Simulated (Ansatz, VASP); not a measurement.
# One calculation of Zr, two programs

File INCAR:

```
SYSTEM = Zr
PREC     = Accurate       ! precision mode
ENCUT    = 520            ! plane-wave cutoff, eV
EDIFF    = 1E-6           ! SCF threshold, eV
ISMEAR   = 0              ! smearing method
SIGMA    = 0.15           ! smearing width, eV
LREAL    = .False.        ! projectors in reciprocal space
LASPH    = .True.         ! aspherical terms in the spheres
NELM     = 100            ! most SCF steps
ALGO     = Fast           ! electronic algorithm
ISIF     = 2              ! what is computed and relaxed
LWAVE    = .False.        ! write WAVECAR
LCHARG   = .False.        ! write CHGCAR
NBANDS   = 19             ! bands
```

KPOINTS

```
Automatic mesh
0
Gamma
  18 18 10
  0 0 0
```

File POSCAR:

```
Zr
1.0
    3.2319982225      0.0000000000      0.0000000000
   -1.6159991112      2.7989925657      0.0000000000
    0.0000000000      0.0000000000      5.1470000000
Zr
2
Direct
    0.3333333333      0.6666666667      0.2500000000
    0.6666666667      0.3333333333      0.7500000000
```

Input for Ansatz:

```yaml
crystal:
  lattice:
    - [3.2319982225, 0.0, 0.0]
    - [-1.6159991112, 2.7989925657, 0.0]
    - [0.0, 0.0, 5.147]
  atoms:
    - { symbol: Zr, position: [0.3333333333, 0.6666666667, 0.25] }
    - { symbol: Zr, position: [0.6666666667, 0.3333333333, 0.75] }
basis:
  ecutwfc: 420
kpoints:
  mp_grid: { grid: [18, 18, 10] }
hamiltonian:
  xc: lda
scf:
  occupations: { method: gaussian, width: 0.15 }
output:
  forces: true
  stress: true
  eigenvalues: true
```

Alike in both runs: task single point; functional LDA; k mesh 18 × 18 × 10; occupations gaussian, width 0.15 eV; no spin polarisation.

```csv
,VASP,Ansatz
version,VASP 6.6.1,Ansatz 0.2.0
potentials or method,"VASP PAW LDA potentials, release 64 (Zr_sv), cutoff 520 eV","scalar-relativistic, plane waves, PAW"
valence electrons in the cell,24,24
```

VASP gave:

```
gap on the k mesh at the Fermi level (eV)                     : none
pressure (GPa)                                                : -6.0
traceless stress, the component that is largest in VASP (GPa) : 0.35
```

Task: Estimate Ansatz's values.

Result: gap on the k mesh at the Fermi level (eV): none; pressure (GPa): -6.1; traceless stress, the component that is largest in VASP (GPa): 0.33.

LDA's correlation is that of Perdew and Zunger in VASP and of Perdew and Wang (1992) in Ansatz. A gap of «none» marks a metal or a gap that the smearing closes.
